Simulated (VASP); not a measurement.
Ba: single point with PBE

Ba:

```
Ba
1.0
     1.92085   -3.60551    0.03650
     1.92085    3.60551   -0.03650
     0.00000   -0.05700    5.53618
Ba
1
Direct
  0.00000 0.00000 0.00000
```

This cell differs from its parent crystal: strained.

- Program: VASP 6.6.1
- Task: single point
- Functional: PBE
- Potentials or basis: VASP PAW PBE potentials, release 64 (Ba_sv)
- Cutoff: 520 eV
- k mesh: 12 × 12 × 8
- Occupations: gaussian, width 0.1 eV
- Spin: no spin polarisation

```yaml
Pressure: 0.8 GPa
Band_gap_on_the_k_mesh: zero (bands 5 and 6 overlap by 0.99 eV)
```

Stress tensor (GPa, compression positive):
```
 3.21  0.00  0.00
 0.00  1.57 -0.05
 0.00 -0.05 -2.52
```

Levels at points of the mesh, in eV from the Fermi level:
```csv
k point,band 1,band 2,band 3,band 4,band 5,band 6,band 7,band 8,band 9,band 10
"(0.00, 0.00, 0.00)",-29.07,-14.31,-13.81,-13.71,-2.35,-0.03,1.50,2.57,3.42,4.19
"(0.50, 0.00, 0.00)",-28.95,-14.75,-14.15,-14.02,-0.78,0.67,1.49,1.88,3.38,5.71
"(0.50, 0.50, 0.00)",-28.99,-14.62,-14.19,-13.86,-0.74,0.67,1.17,1.48,3.91,5.76
"(0.00, 0.00, 0.50)",-29.07,-14.34,-13.81,-13.71,-1.69,-0.13,1.53,2.35,2.60,3.95
"(0.50, 0.00, 0.50)",-28.95,-14.75,-14.17,-14.01,-0.62,-0.21,3.01,3.05,3.37,3.54
"(0.50, 0.50, 0.50)",-28.99,-14.61,-14.21,-13.86,-0.56,-0.28,2.69,2.90,3.30,3.61
```

Wall time 2.8 min on 1 thread of Intel(R) Xeon(R) Platinum 8488C (Sapphire Rapids), on a shared host, peak memory 0.39 GiB.

Caveat: the cell differs from its parent crystal (strained); the stress differs along the axes, from -3 to 3 GPa; spin-orbit coupling is left out, which moves the levels of the heavy elements.
